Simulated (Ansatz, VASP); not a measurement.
Two plane-wave programs on KBr

Contents of INCAR:

```
PREC     = Accurate       # precision mode
ENCUT    = 500            # plane-wave cutoff, eV
EDIFF    = 1E-6           # SCF threshold, eV
ISMEAR   = 0              # smearing method
SIGMA    = 0.05           # smearing width, eV
LREAL    = False          # projectors in reciprocal space
LASPH    = True           # aspherical terms in the spheres
NELM     = 120            # most SCF steps
ALGO     = Normal         # electronic algorithm
ISIF     = 2              # what is computed and relaxed
LWAVE    = False          # write WAVECAR
LCHARG   = False          # write CHGCAR
GGA      = PS             # functional
NBANDS   = 15             # bands
GGA_COMPAT= False
```

KPOINTS

```
regular mesh
0
Gamma
  8 8 8
```

The input POSCAR:

```
KBr
1.0
    0.0000000000      3.3034386186      3.3034386186
    3.3034386186      0.0000000000      3.3034386186
    3.3034386186      3.3034386186      0.0000000000
K Br
1 1
Direct
    0.0000000000      0.0000000000      0.0000000000
    0.5000000000      0.5000000000      0.5000000000
```

Input for Ansatz:

```yaml
crystal:
  lattice:
    - [0.0, 3.3034386186, 3.3034386186]
    - [3.3034386186, 0.0, 3.3034386186]
    - [3.3034386186, 3.3034386186, 0.0]
  atoms:
    - { symbol: K, position: [0.0, 0.0, 0.0] }
    - { symbol: Br, position: [0.5, 0.5, 0.5] }
basis:
  ecutwfc: 420
  ecutrho_ratio: 4
kpoints:
  mp_grid: { grid: [8, 8, 8] }
hamiltonian:
  xc: pbesol
scf:
  occupations: { method: gaussian, width: 0.05 }
output:
  forces: true
  stress: true
  eigenvalues: true
```

Alike in both runs: task single point; functional PBEsol; k mesh 8 × 8 × 8; occupations gaussian, width 0.05 eV; no spin polarisation.

```csv
,VASP,Ansatz
version,VASP 6.6.1,Ansatz 0.2.0
potentials or method,"VASP PAW PBE potentials, release 64 (K_sv, Br), cutoff 500 eV","scalar-relativistic, plane waves, PAW"
valence electrons in the cell,16,16
```

|  | VASP | Ansatz | Ansatz less VASP |
| --- | --- | --- | --- |
| gap on the k mesh at the Fermi level (eV) | 4.27 | 4.27 | +0.003 |
| least direct gap on the mesh (eV) | 4.27 | 4.27 | +0.003 |
| pressure (GPa) | -0.3 | -0.4 | -0.04 |

VASP's potentials were made for PBE, not for PBEsol.
